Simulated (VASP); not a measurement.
# SnO: single point with r2SCAN

Crystal: SnO.

```
Sn O
1.0
     3.35500    0.00000    0.00000
     0.00000    5.67410    0.00000
     0.00000    0.00000    4.16568
Sn O
2 2
Direct
  0.00000 0.23191 0.51314
  0.50000 0.76809 0.01314
  0.00000 0.89125 0.73686
  0.50000 0.10875 0.23686
```

| Property | Result |
| --- | --- |
| Program | VASP 6.6.1 |
| Task | single point |
| Functional | r2SCAN |
| Potentials or basis | VASP PAW PBE potentials, release 64 (Sn_d, O) |
| Cutoff | 520 eV |
| k mesh | 6 × 4 × 5 |
| Occupations | fermi-dirac, width 0.05 eV |
| Spin | no spin polarisation |

The pressure is -1.8 GPa. The largest force is 0.358 eV/Å and the band gap on the k mesh is 1.92 eV, indirect (least direct gap 2.70 eV).

Forces on the atoms (eV/Å):
```
Sn   0.000 -0.349 -0.080
Sn   0.000  0.349 -0.080
O    0.000  0.187  0.080
O    0.000 -0.187  0.080
```

Stress tensor (GPa, compression positive):
```
-2.70  0.00  0.00
 0.00 -1.25  0.00
 0.00  0.00 -1.46
```

Levels at points of the mesh, in eV from the valence-band top:
```tsv
k point	band 16	band 17	band 18	band 19	band 20	band 21	band 22	band 23	band 24	band 25
(0.00, 0.00, 0.00)	-4.13	-3.76	-2.89	-2.27	0.00	3.06	3.58	6.38	6.43	8.52
(0.50, 0.00, 0.00)	-4.68	-2.84	-2.84	-1.31	-1.31	2.93	2.93	6.00	6.00	7.26
(0.00, 0.50, 0.00)	-4.10	-4.08	-2.92	-1.79	-1.53	3.73	4.34	5.32	5.58	7.35
(0.50, 0.50, 0.00)	-4.53	-2.91	-2.91	-0.97	-0.97	2.22	2.22	6.75	6.75	7.82
```

Run time: 4.6 min on 1 thread of Intel(R) Xeon(R) Platinum 8259CL CPU @ 2.50GHz (Skylake/Cascade Lake), with other jobs on the host, peak memory 0.23 GiB.

Caveat: the PAW data sets were made with another functional, which shifts forces and pressure a little; spin-orbit coupling is left out, which moves the levels of the heavy elements. A k mesh can miss the band edges.
